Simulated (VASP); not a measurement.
# Ti (I4/mmm) in VASP: further runs, part 2 of 2

VASP 6.6.1.

## (4) Single point, PBEsol (strain -0.0100 x Voigt [0, 0, 1, 0, 0, 0])

INCAR reads:

```
ALGO = Fast ; EDIFF = 1E-6
ENCUT = 520 ; GGA = PS
ISIF = 2 ; ISMEAR = 0
LASPH = True ; LCHARG = False
LREAL = False ; LWAVE = False
NBANDS = 12 ; NELM = 60
PREC = Accurate ; SIGMA = 0.15
```

KPOINTS reads:

```
k-points
0
Gamma
  20 20 20
```

POSCAR reads:

```
Ti
1.0
    0.0000000000      2.0300000000      2.0097000000
    2.0300000000      0.0000000000      2.0097000000
    2.0300000000      2.0300000000      0.0000000000
Ti
1
Direct
    0.0000000000      0.0000000000      0.0000000000
```

Potentials or basis: VASP PAW PBE potentials, release 64 (Ti_sv).

Run with:

```sh
$ cat potpaw_PBE.64/Ti_sv/POTCAR > POTCAR
$ mpirun -np 1 vasp_std > vasp.out
```

OUTCAR:

```text
EDIFF = 1E-6
   ENCUT = 520
   GGA = PS
   ISIF = 2
   ISMEAR = 0
   LASPH = True
   LREAL = False
   NELM = 60
   PREC = Accurate

 ion  position               nearest neighbor table
   1  0.000  0.000  0.000-

  LATTYP: Found a body centered tetragonal cell.
 ALAT       =     2.8708535316
 C/A-ratio  =     1.4000714267

  Lattice vectors:

 A1 = (   0.0000000000,  -2.0300000000,  -2.0097000000)
 A2 = (   0.0000000000,   2.0300000000,  -2.0097000000)
 A3 = (   2.0300000000,   0.0000000000,   2.0097000000)

Analysis of symmetry for initial positions (statically):
=====================================================================
 Subroutine PRICEL returns:
 Original cell was already a primitive cell.

 Routine SETGRP: Setting up the symmetry group for a
 body centered tetragonal supercell.

 Subroutine GETGRP returns: Found 16 space group operations
 (whereof 16 operations were pure point group operations)
 out of a pool of 16 trial point group operations.

The static configuration has the point symmetry D_4h.

Analysis of symmetry for dynamics (positions and initial velocities):
=====================================================================
 Subroutine PRICEL returns:
 Original cell was already a primitive cell.

 Routine SETGRP: Setting up the symmetry group for a
 body centered tetragonal supercell.

 Subroutine GETGRP returns: Found 16 space group operations
 (whereof 16 operations were pure point group operations)
 out of a pool of 16 trial point group operations.

The dynamic configuration has the point symmetry D_4h.

 Subroutine INISYM returns: Found 16 space group operations
 (whereof 16 operations are pure point group operations),
 and found     1 'primitive' translations

----------------------------------------------------------------------------------------

                                     Primitive cell

  volume of cell :      16.5635

  direct lattice vectors                    reciprocal lattice vectors
     0.000000000  2.030000000  2.009700000    -0.246305419  0.246305419  0.248793352
     2.030000000  0.000000000  2.009700000     0.246305419 -0.246305419  0.248793352
     2.030000000  2.030000000  0.000000000     0.246305419  0.246305419 -0.248793352

  length of vectors
     2.856535330  2.856535330  2.870853532     0.428054729  0.428054729  0.428054729

  position of ions in fractional coordinates (direct lattice)
     0.000000000  0.000000000  0.000000000

  ion indices of the primitive-cell ions
   primitive index   ion index
                 1           1

----------------------------------------------------------------------------------------

 KPOINTS: k-points

Automatic generation of k-mesh.
 Grid dimensions read from file:
 generate k-points for:   20   20   20

 Generating k-lattice:

  Cartesian coordinates                     Fractional coordinates (reciprocal lattice)
    -0.012315271  0.012315271  0.012439668     0.050000000  0.000000000  0.000000000
     0.012315271 -0.012315271  0.012439668     0.000000000  0.050000000  0.000000000
     0.012315271  0.012315271 -0.012439668     0.000000000  0.000000000  0.050000000

  Length of vectors
     0.021402736  0.021402736  0.021402736

  Shift w.r.t. Gamma in fractional coordinates (k-lattice)
     0.000000000  0.000000000  0.000000000

 Subroutine IBZKPT returns following result:
 ===========================================

 Found    641 irreducible k-points:

 Following reciprocal coordinates:
            Coordinates               Weight
  0.000000  0.000000  0.000000      1.000000
  0.050000  0.000000  0.000000      8.000000
  0.100000  0.000000  0.000000      8.000000
  0.150000  0.000000  0.000000      8.000000
  0.200000  0.000000  0.000000      8.000000
  0.250000  0.000000  0.000000      8.000000
[... 16 lines left out ...]
 -0.400000  0.050000  0.000000      8.000000
 -0.350000  0.050000  0.000000      8.000000
 [... further k-points ...]
   k-points           NKPTS =    641   k-points in BZ     NKDIM =    641   number of bands    NBANDS=     12
   number of dos      NEDOS =    301   number of ions     NIONS =      1
   total plane-waves  NPLWV =  13824
   dimension x,y,z NGX =    24 NGY =   24 NGZ =   24
   dimension x,y,z NGXF=    48 NGYF=   48 NGZF=   48
   ions per type =               1
   NGX,Y,Z   is equivalent  to a cutoff of  13.97, 13.97, 13.90 a.u.
   NGXF,Y,Z  is equivalent  to a cutoff of  27.94, 27.94, 27.80 a.u.
 SYSTEM =  unknown system
   PREC   = accura    normal or accurate (medium, high low for compatibility)
   ISTART =      0    job   : 0-new  1-cont  2-samecut
   ICHARG =      2    charge: 1-file 2-atom 10-const
   ISPIN  =      1    spin polarized calculation?
   LNONCOLLINEAR =      F non collinear calculations
   LSORBIT =      F    spin-orbit coupling
   LASPH  =      T    aspherical Exc in radial PAW
   ENCUT  =  520.0 eV  38.22 Ry    6.18 a.u.   5.31  5.31  5.34*2*pi/ulx,y,z
   NELM   =     60;   NELMIN=  2; NELMDL= -5     # of ELM steps
   EDIFF  = 0.1E-05   stopping-criterion for ELM
   LREAL  =      F    real-space projection
   EDIFFG = 0.1E-04   stopping-criterion for IOM
   NSW    =      0    number of steps for IOM
   IBRION =     -1    ionic relax: 0-MD 1-quasi-New 2-CG
   NFREE  =      0    steps in history (QN), initial steepest desc. (CG)
   ISIF   =      2    stress and relaxation
   ISYM   =      2    0-nonsym 1-usesym 2-fastsym
   POTIM  = 0.5000    time-step for ionic-motion
   TEBEG  =    0.0;   TEEND  =   0.0 temperature during run
   PSTRESS=    0.0 pullay stress
   NELECT =      12.0000    total number of electrons
   NUPDOWN=      -1.0000    fix difference up-down
   EMIN   =  10.00;   EMAX   =-10.00  energy-range for DOS
   EFERMI =   0.00;   METHOD = LEGACY
   ISMEAR =     0;   SIGMA  =   0.15  broadening in eV -4-tet -1-fermi 0-gaus
   EFERMI_NEDOS =   21; number of points for ismear=-14 and -15
   IALGO  =     68    algorithm
   IMIX   =      4    mixing-type and parameters
     AMIX     =   0.40;   BMIX     =  1.00
     AMIX_MAG =   1.60;   BMIX_MAG =  1.00
  volume/ion in A,a.u.               =      16.56       111.78
  Fermi-wavevector in a.u.,A,eV,Ry     =   1.470339  2.778538 29.414392  2.161897
  Thomas-Fermi vector in A             =   2.585608
   LORBIT       =      0    0 simple, 1 ext, 2 COOP (PROOUT), +10 PAW based schemes
   GGA     = PS    functional components
   LHFCALC =     F    Hartree Fock is set to
   AEXX    =    0.0000 exact exchange contribution
   IVDW    =     0    specifies the selected vdW correction
   LEPSILON=     F    determine dielectric tensor
   LRPA    =     F    only Hartree local field effects (RPA)
 non-spin polarized calculation
 RMM-DIIS sequential band-by-band and
 Gauss-broadening in eV      SIGMA  =   0.15
  energy-cutoff  :      520.00
  volume of cell :       16.56
 maximum number of plane-waves:       459
 NGX is ok and might be reduce to    24
   NGX = 11   NGY = 11   NGZ = 11

 number of electron      12.0000001 magnetization

 Free energy of the ion-electron system (eV)
  ---------------------------------------------------
  ext. energy  EPLUGINS =         0.00000000
  ---------------------------------------------------
  free energy    TOTEN  =        -8.29249384 eV

  energy without entropy =       -8.27406636  energy(sigma->0) =       -8.28328010

 E-fermi :   8.6056     XC(G=0): -11.8646

 val. band max:        8.6055959453   @ k =  -0.3500   0.3500   0.3000
 cond. band min:       8.6092466459   @ k =   0.2500   0.1500   0.0500
 fundamental gap:      0.0036507006
 Fermi energy:         8.6056464802

 k-point     1 :       0.0000    0.0000    0.0000
  band No.  band energies     occupation
      1     -47.7936      2.00000
      2     -23.6882      2.00000
      3     -23.6882      2.00000
      4     -23.6863      2.00000
      5       2.3970      2.00000
      6       9.4827      0.00000
      7       9.4827      0.00000
      8       9.5657      0.00000
      9      11.1940      0.00000
     10      11.2911      0.00000
     11      24.1374      0.00000
     12      28.7189      0.00000
[... 331 lines left out ...]
 k-point    24 :      -0.3500    0.0500    0.0000
  band No.  band energies     occupation
      1     -47.6661      2.00000
      2     -24.3463      2.00000
      3     -23.7881      2.00000
      4     -23.7718      2.00000
      5       5.5488      2.00000
      6       8.6821      0.47123
      7       9.5284      0.00000
      8       9.5293      0.00000
      9      11.8180      0.00000
     10      12.2137      0.00000
     11      19.0796      0.00000
     12      24.0005      0.00000

 [... further k-points ...]
[... 5 lines left out ...]
  --------------------------------------------------------------------------------------
  -------------------------------------------------------------------------------------
  Total        0.0473076      0.0473076      0.0855367      0.0000000     -0.0000000     -0.0000000
  in kB        4.5760244      4.5760244      8.2738910      0.0000000     -0.0000000     -0.0000000
  external PRESSURE =       5.8086466 kB  Pullay stress =       0.0000000 kB

 VOLUME and BASIS-vectors are now :
 -----------------------------------------------------------------------------
  energy-cutoff  :      520.00
  volume of cell :       16.56
      direct lattice vectors                 reciprocal lattice vectors
     0.000000000  2.030000000  2.009700000    -0.246305419  0.246305419  0.248793352
     2.030000000  0.000000000  2.009700000     0.246305419 -0.246305419  0.248793352
     2.030000000  2.030000000  0.000000000     0.246305419  0.246305419 -0.248793352

 POSITION                                       TOTAL-FORCE (eV/Angst)
 -----------------------------------------------------------------------------------
      0.00000      0.00000      0.00000         0.000000     -0.000000      0.000000
 -----------------------------------------------------------------------------------
    total drift:                                0.000000      0.000000     -0.000000

  FREE ENERGIE OF THE ION-ELECTRON SYSTEM (eV)
  ---------------------------------------------------
  free  energy   TOTEN  =        -8.2924938395 eV

  energy  without entropy=       -8.2740663559  energy(sigma->0) =       -8.28328010
```

OSZICAR:

```text
N       E                     dE             d eps       ncg     rms          rms(c)
DAV:   1     0.861577115582E+02    0.86158E+02   -0.65377E+03 15444   0.121E+03
DAV:   2    -0.503734240994E+01   -0.91195E+02   -0.88743E+02 15608   0.298E+02
DAV:   3    -0.926692278821E+01   -0.42296E+01   -0.41859E+01 20964   0.651E+01
[... 12 lines left out ...]
RMM:  16    -0.829248632298E+01   -0.94162E-05   -0.83997E-05 20925   0.482E-02    0.175E-02
RMM:  17    -0.829249024294E+01   -0.39200E-05   -0.42884E-05 20337   0.565E-02    0.104E-02
RMM:  18    -0.829249210215E+01   -0.18592E-05   -0.22438E-05 16998   0.242E-02    0.926E-04
RMM:  19    -0.829249341952E+01   -0.13174E-05   -0.11175E-05 15530   0.172E-02    0.433E-03
RMM:  20    -0.829249383955E+01   -0.42002E-06   -0.58521E-06 13406   0.116E-02
   1 F= -.82924938E+01 E0= -.82832801E+01  d E =-.184275E-01
```

Wall time 2.4 min (1 thread of Intel Xeon 6975P-C, shared host); peak memory 0.24 GiB.

Results:

```yaml
Free_energy: -8.2925 eV
Pressure: 0.6 GPa
Band_gap_on_the_k_mesh: zero (band 6 reaches 9.48 eV, above the bottom of band 7 at 8.19 eV)
```

Levels at points of the mesh, in eV from the Fermi level:
| k point | band 3 | band 4 | band 5 | band 6 | band 7 | band 8 | band 9 | band 10 |
| --- | --- | --- | --- | --- | --- | --- | --- | --- |
| (0.00, 0.00, 0.00) | -32.29 | -32.29 | -6.21 | 0.88 | 0.88 | 0.96 | 2.59 | 2.69 |
| (0.50, 0.00, 0.00) | -32.40 | -32.39 | -2.71 | 0.72 | 0.77 | 0.82 | 3.78 | 3.82 |
| (0.50, 0.50, 0.00) | -32.58 | -32.58 | -2.75 | -1.86 | 3.19 | 3.78 | 4.11 | 4.11 |
| (0.50, 0.00, 0.50) | -32.57 | -32.56 | -2.76 | -1.84 | 3.00 | 3.78 | 4.07 | 4.14 |

Caveat: the cell differs from its parent crystal (strain -0.0100 x Voigt [0, 0, 1, 0, 0, 0]); the PAW data sets were made with another functional, which shifts forces and pressure a little.

## (5) Single point, PBEsol (strain +0.0100 x Voigt [0, 0, 1, 0, 0, 0])

INCAR reads:

```
PREC = Accurate ; ENCUT = 520
EDIFF = 1E-7 ; ISMEAR = 0
SIGMA = 0.15 ; LREAL = False
LASPH = True ; NELM = 100
ALGO = Fast ; ISIF = 2
LWAVE = False ; LCHARG = False
GGA = PS ; NBANDS = 12
```

KPOINTS reads:

```
regular mesh
0
Gamma
  20 20 20
```

POSCAR reads:

```
Ti
1.0
    0.0000000000      2.0300000000      2.0503000000
    2.0300000000      0.0000000000      2.0503000000
    2.0300000000      2.0300000000      0.0000000000
Ti
1
Direct
    0.0000000000      0.0000000000      0.0000000000
```

Run with:

```sh
$ cat potpaw_PBE.64/Ti_sv/POTCAR > POTCAR
$ mpirun -np 1 vasp_std > vasp.out
```

Wall time 2.7 min (1 thread of Intel Xeon 6975P-C, shared host); peak memory 0.25 GiB.

Results (log left out):

```yaml
Free_energy: -8.2915 eV
Pressure: -1.7 GPa
Band_gap_on_the_k_mesh: zero (band 6 reaches 9.23 eV, above the bottom of band 7 at 7.97 eV)
```

Stress tensor (GPa, compression positive):
```
-1.54  0.00  0.00
 0.00 -1.54  0.00
 0.00  0.00 -1.90
```

Levels at points of the mesh, in eV from the Fermi level:
| k point | band 2 | band 3 | band 4 | band 5 | band 6 | band 7 | band 8 | band 9 | band 10 | band 11 |
| --- | --- | --- | --- | --- | --- | --- | --- | --- | --- | --- |
| (0.00, 0.00, 0.00) | -32.35 | -32.35 | -32.35 | -6.16 | 0.84 | 0.92 | 0.92 | 2.53 | 2.63 | 15.42 |
| (0.50, 0.00, 0.00) | -33.09 | -32.45 | -32.44 | -2.66 | 0.71 | 0.72 | 0.81 | 3.69 | 3.73 | 8.47 |
| (0.50, 0.50, 0.00) | -33.04 | -32.60 | -32.60 | -2.68 | -1.77 | 2.84 | 3.69 | 4.00 | 4.00 | 12.12 |
| (0.50, 0.00, 0.50) | -33.04 | -32.62 | -32.61 | -2.68 | -1.79 | 3.03 | 3.69 | 3.98 | 4.04 | 11.91 |

Caveat: the cell differs from its parent crystal (strain +0.0100 x Voigt [0, 0, 1, 0, 0, 0]); the PAW data sets were made with another functional, which shifts forces and pressure a little.

## (6) The runs side by side

```csv
cell,gap on the mesh (eV),pressure (GPa)
"a = 2.814, b = 2.814, c = 2.871 Å, angles 59.3, 59.3, 61.3°, 1 atom",none,4.3
"a = 2.842, b = 2.842, c = 2.871 Å, angles 59.7, 59.7, 60.7°, 1 atom",none,1.8
"a = 2.857, b = 2.857, c = 2.871 Å, angles 59.8, 59.8, 60.3°, 1 atom",none,0.6
"a = 2.885, b = 2.885, c = 2.871 Å, angles 60.2, 60.2, 59.7°, 1 atom",none,-1.7
```

Alike in all rows: task single point; level PBEsol; potentials or basis VASP PAW PBE potentials, release 64 (Ti_sv); no spin polarisation; k mesh 20 × 20 × 20; cutoff (eV) 520; smearing gaussian 0.15 eV.

Caveats: the PAW data sets were made with another functional, which shifts forces and pressure a little.

Absolute energies hang on the potentials; compare differences alone.
